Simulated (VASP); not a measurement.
Crystal: Te.

```
Te
1.0
     4.45400    0.00000    0.00000
    -2.22700    3.85728    0.00000
     0.00000    0.00000    5.92400
Te
3
Direct
  0.26900 0.00000 0.33333
  0.00000 0.26900 0.66667
  0.73100 0.73100 0.00000
```

```yaml
Program: VASP 6.6.1
Task: relaxation of cell and atoms
Functional: LDA
Potentials_or_basis: VASP PAW LDA potentials, release 64 (Te)
Cutoff: 600 eV
k_mesh: 9 × 9 × 6
Occupations: fermi-dirac, width 0.05 eV
Spin: no spin polarisation
```

At the start: pressure -1.8 GPa; volume 33.93 Å³/atom.

How do energy, volume and symmetry change on relaxing?

Over 15 steps the energy falls by 21.2 meV/atom and the volume is 31.31 Å³/atom (-7.7 %); space group P3_121 (No. 152, to 0.05 Å).

The path:
```csv
step,energy change (eV),largest force (eV/Å),pressure (GPa),volume (Å³)
1,0.0000,0.0860,-1.84,101.78
2,-0.0199,0.3701,1.05,96.13
3,-0.0244,0.2832,0.12,97.76
4,-0.0379,0.2319,0.12,96.84
5,-0.0604,0.1009,0.38,94.09
6,-0.0615,0.0653,0.53,93.24
7,-0.0581,0.0525,-0.99,95.45
8,-0.0631,0.0212,-0.03,94.02
9,-0.0634,0.0143,-0.02,94.04
10,-0.0636,0.0062,-0.01,94.05
11,-0.0636,0.0055,-0.01,94.05
12,-0.0636,0.0056,0.01,93.98
13,-0.0636,0.0057,0.03,93.94
14,-0.0636,0.0044,0.02,93.94
15,-0.0636,0.0008,0.01,93.93
```

Final structure:
```cif
data_structure
_symmetry_space_group_name_H-M 'P 1'
_symmetry_Int_Tables_number 1
_cell_length_a 4.2745
_cell_length_b 4.2745
_cell_length_c 5.9361
_cell_angle_alpha 90.000
_cell_angle_beta 90.000
_cell_angle_gamma 120.000
_cell_volume 93.93
loop_
_atom_site_label
_atom_site_type_symbol
_atom_site_fract_x
_atom_site_fract_y
_atom_site_fract_z
_atom_site_occupancy
Te1 Te 0.28741 0.00000 0.33333 1
Te2 Te 0.00000 0.28741 0.66667 1
Te3 Te 0.71259 0.71259 0.00000 1
```
